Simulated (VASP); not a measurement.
Here is a VASP 6.6.1 calculation.

INCAR

```
PREC = Accurate
ENCUT = 520
EDIFF = 1E-6
ISMEAR = 0
SIGMA = 0.02
LREAL = F
LASPH = T
NELM = 60
ALGO = Normal
ISIF = 2
LWAVE = F
LCHARG = T
GGA = PS
IVDW = 12
LELF = T
LVHAR = T
NBANDS = 27
```

KPOINTS

```
Automatic mesh
0
Gamma
  12 12 12
```

Contents of POSCAR:

```
InSe
1.0
    1.9803411088      1.1433504723      8.0614572014
   -1.9803411088      1.1433504723      8.0614572014
    0.0000000000     -2.2867009446      8.0614572014
In Se
2 2
Direct
   -0.0011391278     -0.0011391278     -0.0011391278
    0.1125260663      0.1125260663      0.1125260663
    0.6121977396      0.6121977396      0.6121977396
    0.8324153219      0.8324153219      0.8324153219
```

Potentials or basis: VASP PAW PBE potentials, release 64 (In_d, Se).

The run is started by

```sh
$ cat potpaw_PBE.64/In_d/POTCAR potpaw_PBE.64/Se/POTCAR > POTCAR
$ mpirun -np 1 vasp_std > vasp.out
```

Question: Estimate the pressure.

Answer: 0.1 GPa.

Question: Estimate the band gap on the k mesh.

Answer: 0.33 eV.

Question: What does it give for the dispersion energy per atom?

Answer: -0.309 eV.

Forces on the atoms (eV/Å):
```
In   0.000  0.000  0.021
In   0.000  0.000 -0.021
Se   0.000  0.000 -0.020
Se   0.000  0.000  0.020
```

Caveat: the PAW data sets were made with another functional, which shifts forces and pressure a little; spin-orbit coupling is left out, which moves the levels of the heavy elements.

**Experimental background.**

“The Interaction of Hydrogen with the van der Waals Crystal γ-InSe”, 2020, pmc:7321205 reports, for a bulk crystal of InSe at 300 K: band gap 1.25 eV.

Against the measured gap of InSe, 1.25 eV (300 K; “The Interaction of Hydrogen with the van der Waals Crystal γ-InSe”, 2020, pmc:7321205), the calculated 0.33 eV is off by -0.92 eV. Spin-orbit coupling on In, Se is left out. The value is that of PBEsol+D3(BJ) on a finite k mesh, which can miss the band edges, without temperature or zero-point motion. Semilocal functionals fall short of measured gaps as a rule.
